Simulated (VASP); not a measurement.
# Pt (P6_3/mmc) in VASP: notebook

Runs on Pt. Level: revPBE. Tasks: single point.

All numbers are computed with VASP 6.6.1; they aren't measurements. Logs are shortened: lines on timing, memory, paths and dates and some standing lists are left out, and cuts for length are marked.

## Step 1: The cell of the first run

It takes space group P6_3/mmc (No. 194, hexagonal). Conventional cell: a = 2.778 Å, b = 2.778 Å, c = 4.779 Å, α = 90.00°, β = 90.00°, γ = 120.00°. Pt (site symmetry -6m2) has 12 Pt at 2.78 to 2.88 Å within 3.7 Å.

## Step 2: Single point, revPBE

Input file INCAR:

```
SYSTEM = Pt
  ALGO = Normal
  EDIFF = 1E-6
  ENCUT = 520
  GGA = RE
  ISIF = 2
  ISMEAR = -1
  LASPH = .TRUE.
  LCHARG = .TRUE.
  LELF = .TRUE.
  LREAL = .FALSE.
  LVHAR = .TRUE.
  LWAVE = .FALSE.
  NBANDS = 17
  NELM = 100
  PREC = Accurate
  SIGMA = 0.1
```

Input file KPOINTS:

```
k-points
0
G
  13 13 7
  0 0 0
```

Input file POSCAR:

```
Pt
1.0
    2.7776747849      0.0000000000      0.0000000000
   -1.3888373925      2.4055369272      0.0000000000
    0.0000000000      0.0000000000      4.7788269243
Pt
2
Direct
    0.3333333333      0.6666666667      0.2500000000
    0.6666666667      0.3333333333      0.7500000000
```

Potentials or basis: VASP PAW PBE potentials, release 64 (Pt).

On the command line:

```console
$ cat potpaw_PBE.64/Pt/POTCAR > POTCAR
$ mpirun -np 1 vasp_std > vasp.out
```

OUTCAR:

```text
SYSTEM = Pt
   EDIFF = 1E-6
   ENCUT = 520
   GGA = RE
   ISIF = 2
   ISMEAR = -1
   LASPH = .TRUE.
   LREAL = .FALSE.
   NELM = 100
   PREC = Accurate

 ion  position               nearest neighbor table
   1  0.333  0.667  0.250-   2 2.88   2 2.88   2 2.88   2 2.88   2 2.88   2 2.88
   2  0.667  0.333  0.750-   1 2.88   1 2.88   1 2.88   1 2.88   1 2.88   1 2.88

  LATTYP: Found a hexagonal cell.
 ALAT       =     2.7776747849
 C/A-ratio  =     1.7204414823

  Lattice vectors:

 A1 = (   2.7776747849,   0.0000000000,   0.0000000000)
 A2 = (  -1.3888373925,   2.4055369272,   0.0000000000)
 A3 = (   0.0000000000,   0.0000000000,   4.7788269243)

Analysis of symmetry for initial positions (statically):
=====================================================================
 Subroutine PRICEL returns:
 Original cell was already a primitive cell.

 Routine SETGRP: Setting up the symmetry group for a
 hexagonal supercell.

 Subroutine GETGRP returns: Found 24 space group operations
 (whereof 12 operations were pure point group operations)
 out of a pool of 24 trial point group operations.

The static configuration has the point symmetry D_3d.
 The point group associated with its full space group is D_6h.

Analysis of symmetry for dynamics (positions and initial velocities):
=====================================================================
 Subroutine PRICEL returns:
 Original cell was already a primitive cell.

 Routine SETGRP: Setting up the symmetry group for a
 hexagonal supercell.

 Subroutine GETGRP returns: Found 24 space group operations
 (whereof 12 operations were pure point group operations)
 out of a pool of 24 trial point group operations.

The dynamic configuration has the point symmetry D_3d.
 The point group associated with its full space group is D_6h.

 Subroutine INISYM returns: Found 24 space group operations
 (whereof 12 operations are pure point group operations),
 and found     1 'primitive' translations

----------------------------------------------------------------------------------------

                                     Primitive cell

  volume of cell :      31.9312

  direct lattice vectors                    reciprocal lattice vectors
     2.777674785  0.000000000  0.000000000     0.360013348  0.207853804  0.000000000
    -1.388837392  2.405536927  0.000000000     0.000000000  0.415707607  0.000000000
     0.000000000  0.000000000  4.778826924     0.000000000  0.000000000  0.209256375

  length of vectors
     2.777674785  2.777674785  4.778826924     0.415707607  0.415707607  0.209256375

  position of ions in fractional coordinates (direct lattice)
     0.333333333  0.666666667  0.250000000
     0.666666667  0.333333333  0.750000000

  ion indices of the primitive-cell ions
   primitive index   ion index
                 1           1
                 2           2

----------------------------------------------------------------------------------------

 KPOINTS: k-points

Automatic generation of k-mesh.
 Grid dimensions read from file:
 generate k-points for:   13   13    7

 Generating k-lattice:

  Cartesian coordinates                     Fractional coordinates (reciprocal lattice)
     0.027693334  0.015988754  0.000000000     0.076923077  0.000000000  0.000000000
     0.000000000  0.031977508  0.000000000     0.000000000  0.076923077  0.000000000
     0.000000000  0.000000000  0.029893768     0.000000000  0.000000000  0.142857143

  Length of vectors
     0.031977508  0.031977508  0.029893768

  Shift w.r.t. Gamma in fractional coordinates (k-lattice)
     0.000000000  0.000000000  0.000000000

 Subroutine IBZKPT returns following result:
 ===========================================

 Found     84 irreducible k-points:

 Following reciprocal coordinates:
            Coordinates               Weight
  0.000000  0.000000  0.000000      1.000000
  0.076923 -0.000000  0.000000      6.000000
  0.153846  0.000000  0.000000      6.000000
  0.230769  0.000000  0.000000      6.000000
  0.307692  0.000000  0.000000      6.000000
  0.384615  0.000000  0.000000      6.000000
[... 16 lines left out ...]
  0.076923 -0.000000  0.142857     12.000000
  0.153846  0.000000  0.142857     12.000000
 [... further k-points ...]
   k-points           NKPTS =     84   k-points in BZ     NKDIM =     84   number of bands    NBANDS=     17
   number of dos      NEDOS =    301   number of ions     NIONS =      2
   total plane-waves  NPLWV =  20736
   dimension x,y,z NGX =    24 NGY =   24 NGZ =   36
   dimension x,y,z NGXF=    48 NGYF=   48 NGZF=   72
   ions per type =               2
   NGX,Y,Z   is equivalent  to a cutoff of  14.36, 14.36, 12.52 a.u.
   NGXF,Y,Z  is equivalent  to a cutoff of  28.73, 28.73, 25.05 a.u.
 SYSTEM =  Pt
   PREC   = accura    normal or accurate (medium, high low for compatibility)
   ISTART =      0    job   : 0-new  1-cont  2-samecut
   ICHARG =      2    charge: 1-file 2-atom 10-const
   ISPIN  =      1    spin polarized calculation?
   LNONCOLLINEAR =      F non collinear calculations
   LSORBIT =      F    spin-orbit coupling
   LASPH  =      T    aspherical Exc in radial PAW
   ENCUT  =  520.0 eV  38.22 Ry    6.18 a.u.   5.16  5.16  8.89*2*pi/ulx,y,z
   NELM   =    100;   NELMIN=  2; NELMDL= -5     # of ELM steps
   EDIFF  = 0.1E-05   stopping-criterion for ELM
   LREAL  =      F    real-space projection
   EDIFFG = 0.1E-04   stopping-criterion for IOM
   NSW    =      0    number of steps for IOM
   IBRION =     -1    ionic relax: 0-MD 1-quasi-New 2-CG
   NFREE  =      0    steps in history (QN), initial steepest desc. (CG)
   ISIF   =      2    stress and relaxation
   ISYM   =      2    0-nonsym 1-usesym 2-fastsym
   POTIM  = 0.5000    time-step for ionic-motion
   TEBEG  =    0.0;   TEEND  =   0.0 temperature during run
   PSTRESS=    0.0 pullay stress
   NELECT =      20.0000    total number of electrons
   NUPDOWN=      -1.0000    fix difference up-down
   EMIN   =  10.00;   EMAX   =-10.00  energy-range for DOS
   EFERMI =   0.00;   METHOD = LEGACY
   ISMEAR =    -1;   SIGMA  =   0.10  broadening in eV -4-tet -1-fermi 0-gaus
   EFERMI_NEDOS =   21; number of points for ismear=-14 and -15
   IALGO  =     38    algorithm
   IMIX   =      4    mixing-type and parameters
     AMIX     =   0.40;   BMIX     =  1.00
     AMIX_MAG =   1.60;   BMIX_MAG =  1.00
  volume/ion in A,a.u.               =      15.97       107.74
  Fermi-wavevector in a.u.,A,eV,Ry     =   1.400705  2.646948 26.694272  1.961974
  Thomas-Fermi vector in A             =   2.523639
   LORBIT       =      0    0 simple, 1 ext, 2 COOP (PROOUT), +10 PAW based schemes
   GGA     = RE    functional components
   LHFCALC =     F    Hartree Fock is set to
   AEXX    =    0.0000 exact exchange contribution
   IVDW    =     0    specifies the selected vdW correction
   LEPSILON=     F    determine dielectric tensor
   LRPA    =     F    only Hartree local field effects (RPA)
 non-spin polarized calculation
  energy-cutoff  :      520.00
  volume of cell :       31.93
 maximum number of plane-waves:       870
 NGX is ok and might be reduce to    24
   NGX = 11   NGY = 11   NGZ = 17

 number of electron      20.0000004 magnetization

 Free energy of the ion-electron system (eV)
  ---------------------------------------------------
  ext. energy  EPLUGINS =         0.00000000
  ---------------------------------------------------
  free energy    TOTEN  =       -11.10404426 eV

  energy without entropy =      -10.98683927  energy(sigma->0) =      -11.04544176

 E-fermi :  10.2506     XC(G=0): -13.1029

 val. band max:       10.2485161873   @ k =   0.3846   0.1538   0.0000
 cond. band min:      10.2532189612   @ k =   0.3846   0.0000   0.0000
 fundamental gap:      0.0047027739
 Fermi energy:        10.2506468854

 k-point     1 :       0.0000    0.0000    0.0000
  band No.  band energies     occupation
      1       0.6932      2.00000
      2       3.3503      2.00000
      3       6.4488      2.00000
      4       6.8997      2.00000
      5       6.8997      2.00000
      6       7.2696      2.00000
[... 9 lines left out ...]
     16      27.5216      0.00000
     17      31.0717      0.00000

 k-point     2 :       0.0769   -0.0000    0.0000
  band No.  band energies     occupation
      1       0.9033      2.00000
      2       3.5408      2.00000
      3       6.4058      2.00000
      4       6.9137      2.00000
      5       7.0587      2.00000
      6       7.1729      2.00000
[... 9 lines left out ...]
     16      27.7466      0.00000
     17      30.0074      0.00000

 k-point     3 :       0.1538    0.0000    0.0000
  band No.  band energies     occupation
      1       1.5034      2.00000
      2       4.0385      2.00000
      3       6.2051      2.00000
      4       6.8327      2.00000
      5       7.1733      2.00000
      6       7.2460      2.00000
[... 9 lines left out ...]
     16      27.6611      0.00000
     17      28.2911      0.00000

 k-point     4 :       0.2308    0.0000    0.0000
  band No.  band energies     occupation
      1       2.3822      2.00000
      2       4.5007      2.00000
      3       6.1536      2.00000
      4       6.2227      2.00000
      5       6.5717      2.00000
      6       7.7583      2.00000
[... 9 lines left out ...]
     16      26.6674      0.00000
     17      28.5242      0.00000
[... 343 lines left out ...]
      1       0.8677      2.00000
      2       3.3256      2.00000
      3       6.4034      2.00000
      4       6.8716      2.00000
      5       6.8716      2.00000
      6       7.2174      2.00000
[... 9 lines left out ...]
     16      27.1468      0.00000
     17      30.4649      0.00000

 k-point    23 :       0.0769   -0.0000    0.1429
  band No.  band energies     occupation
      1       1.0760      2.00000
      2       3.5211      2.00000
      3       6.3924      2.00000
      4       6.8264      2.00000
      5       7.0239      2.00000
      6       7.0805      2.00000
[... 9 lines left out ...]
     16      27.3896      0.00000
     17      29.3339      0.00000

 k-point    24 :       0.1538    0.0000    0.1429
  band No.  band energies     occupation
      1       1.6676      2.00000
      2       4.0357      2.00000
      3       6.2392      2.00000
      4       6.6451      2.00000
      5       6.8204      2.00000
      6       7.4100      2.00000
[... 9 lines left out ...]
     16      27.7354      0.00000
     17      28.4546      0.00000

 [... further k-points ...]
[... 5 lines left out ...]
  --------------------------------------------------------------------------------------
  -------------------------------------------------------------------------------------
  Total       -0.0964699     -0.0964699     -0.1112951      0.0000000      0.0000000      0.0000000
  in kB       -4.8404727     -4.8404727     -5.5843408      0.0000000      0.0000000      0.0000000
  external PRESSURE =      -5.0884288 kB  Pullay stress =       0.0000000 kB

 VOLUME and BASIS-vectors are now :
 -----------------------------------------------------------------------------
  energy-cutoff  :      520.00
  volume of cell :       31.93
      direct lattice vectors                 reciprocal lattice vectors
     2.777674785  0.000000000  0.000000000     0.360013348  0.207853804  0.000000000
    -1.388837392  2.405536927  0.000000000     0.000000000  0.415707607  0.000000000
     0.000000000  0.000000000  4.778826924     0.000000000  0.000000000  0.209256375

 POSITION                                       TOTAL-FORCE (eV/Angst)
 -----------------------------------------------------------------------------------
     -0.00000      1.60369      1.19471         0.000000     -0.000000      0.000000
      1.38884      0.80185      3.58412        -0.000000      0.000000      0.000000
 -----------------------------------------------------------------------------------
    total drift:                                0.000000     -0.000000      0.000000

  FREE ENERGIE OF THE ION-ELECTRON SYSTEM (eV)
  ---------------------------------------------------
  free  energy   TOTEN  =       -11.1040442583 eV

  energy  without entropy=      -10.9868392717  energy(sigma->0) =      -11.04544176
```

Run time: 12 s. Hardware: 1 thread of Intel Xeon 6975P-C (Granite Rapids), shared host; peak memory 0.18 GiB.

Results:

```
Free energy            : -11.1040 eV
Pressure               : -0.5 GPa
Band gap on the k mesh : zero (band 10 reaches 10.62 eV, above the bottom of band 11 at 9.52 eV)
```

Caveat: the PAW data sets were made with another functional, which shifts forces and pressure a little; spin-orbit coupling is left out, which moves the levels of the heavy elements.

## Step 3: Single point, revPBE (volume scaled by 0.88)

Input file INCAR:

```
PREC     = Accurate       # precision mode
ENCUT    = 520            # plane-wave cutoff, eV
EDIFF    = 1E-7           # SCF threshold, eV
ISMEAR   = -1             # smearing method
SIGMA    = 0.1            # smearing width, eV
LREAL    = F              # projectors in reciprocal space
LASPH    = T              # aspherical terms in the spheres
NELM     = 100            # most SCF steps
ALGO     = Normal         # electronic algorithm
ISIF     = 2              # what is computed and relaxed
LWAVE    = F              # write WAVECAR
LCHARG   = F              # write CHGCAR
GGA      = RE             # functional
NBANDS   = 17             # bands
```

Input file KPOINTS:

```
Automatic mesh
0
Gamma
  15 15 8
```

Input file POSCAR:

```
Pt
1.0
    2.6618012242      0.0000000000      0.0000000000
   -1.3309006121      2.3051874800      0.0000000000
    0.0000000000      0.0000000000      4.5794732437
Pt
2
Direct
    0.3333333333      0.6666666667      0.2500000000
    0.6666666667      0.3333333333      0.7500000000
```

Potentials or basis: VASP PAW PBE potentials, release 64 (Pt).

On the command line:

```console
$ cat potpaw_PBE.64/Pt/POTCAR > POTCAR
$ mpirun -np 1 vasp_std > vasp.out
```

Run time: 20 s. Hardware: 1 thread of Intel Xeon 6975P-C (Granite Rapids), shared host; peak memory 0.18 GiB.

The run converged. Its results:

| Property | Result |
| --- | --- |
| Free energy | -10.6808 eV |
| Pressure | 40.9 GPa |
| Band gap on the k mesh | zero (band 10 reaches 13.24 eV, above the bottom of band 11 at 11.74 eV) |

Stress tensor (GPa, compression positive):
```
42.23  0.00  0.00
 0.00 42.23  0.00
 0.00  0.00 38.36
```

Levels at points of the mesh, in eV from the Fermi level:
```tsv
k point	band 7	band 8	band 9	band 10	band 11	band 12	band 13	band 14
(0.00, 0.00, 0.00)	-3.66	-2.27	-2.27	-1.18	-0.29	-0.29	5.62	14.78
(0.00, 0.00, 0.50)	-4.12	-4.12	-0.98	-0.98	-0.98	-0.98	12.85	12.85
```

Caveat: the PAW data sets were made with another functional, which shifts forces and pressure a little; spin-orbit coupling is left out, which moves the levels of the heavy elements.
